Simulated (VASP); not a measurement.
Input of a VASP 6.6.1 run:

INCAR

```
SYSTEM = BN
ALGO = Normal
EDIFF = 1E-7
ENCUT = 520
GGA = PE
ISIF = 2
ISMEAR = 0
LASPH = .True.
LCHARG = .False.
LREAL = .False.
LWAVE = .False.
NBANDS = 16
NELM = 100
PREC = Accurate
SIGMA = 0.02
```

KPOINTS

```
k-points
0
Gamma
  12 12 4
  0 0 0
```

Contents of POSCAR:

```
BN
1.0
    2.6001449857     -0.0164011457     -0.0230868035
   -1.3142763017      2.2522722513     -0.0101418025
   -0.0614162640     -0.0666120000      6.8594373120
B N
2 2
Direct
    0.3390050550      0.6803903096      0.2480634120
    0.6735046276      0.3307232587      0.7488725755
    0.3319442597      0.6731457387      0.7513000661
    0.6555397583      0.3157360815      0.2517624452
```

Potentials or basis: VASP PAW PBE potentials, release 64 (B, N).

The run is started by

```bash
$ cat potpaw_PBE.64/B/POTCAR potpaw_PBE.64/N/POTCAR > POTCAR
$ mpirun -np 1 vasp_std > vasp.out
```

Estimate the band gap on the k mesh.

3.94 eV, indirect (least direct gap 4.26 eV).

What does it give for the pressure?

-17.6 GPa.

Predict the largest force.

2.440 eV/Å.

Stress tensor (GPa, compression positive):
```
-30.43   4.04   0.38
  4.04 -24.08   0.51
  0.38   0.51   1.62
```

Caveat: the cell differs from its parent crystal (atoms moved at random and the cell strained at random); forces of over 1 eV/Å act on the atoms, so gaps and moduli don't describe the material at rest. A k mesh can miss the band edges.
